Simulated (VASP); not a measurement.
# ZnS: single point with PBE

**What was measured.**

“Electronic, vibrational, and thermodynamic properties of ZnS (zincblende and rocksalt structure)”, 2009, arxiv:0911.5022 quotes, for a bulk crystal of ZnS at 19 K: band gap 3.85 eV (direct).

Crystal: ZnS.

```xyz
2
Lattice="0.0000 2.7020 2.7020 2.7020 0.0000 2.7020 2.7020 2.7020 0.0000" Properties=species:S:1:pos:R:3 pbc="T T T"
Zn    1.3510    1.3510    1.3510
S     0.0000    0.0000    0.0000
```

```
Program             : VASP 6.6.1
Task                : single point
Functional          : PBE
Potentials or basis : VASP PAW PBE potentials, release 64 (Zn, S)
Cutoff              : 520 eV
k mesh              : 6 × 6 × 6
Occupations         : gaussian, width 0.01 eV
Spin                : no spin polarisation
```

| Quantity | Value |
| --- | --- |
| Pressure | 1.8 GPa |
| Band gap on the k mesh | 2.11 eV, direct |

Levels at points of the mesh, in eV from the valence-band top:
```csv
k point,band 5,band 6,band 7,band 8,band 9,band 10,band 11,band 12,band 13,band 14
"(0.00, 0.00, 0.00)",-5.84,-5.84,0.00,0.00,0.00,2.11,6.40,6.40,6.40,11.76
"(0.50, 0.00, 0.00)",-5.81,-5.64,-5.29,-0.87,-0.87,3.31,6.93,6.93,8.88,12.17
"(0.50, 0.50, 0.00)",-5.77,-5.63,-4.56,-2.22,-2.22,3.41,4.07,10.98,11.97,11.97
```

It took 4.6 s on 1 thread of Intel(R) Xeon(R) 6975P-C (Granite Rapids), with other jobs on the host, peak memory 0.15 GiB.

A measured gap of ZnS is 3.85 eV (direct; 19 K; quoted in “Electronic, vibrational, and thermodynamic properties of ZnS (zincblende and rocksalt structure)”, 2009, arxiv:0911.5022); the calculated 2.11 eV misses it by -1.74 eV. The value is that of PBE, without temperature or zero-point motion. Semilocal functionals fall short of measured gaps as a rule.
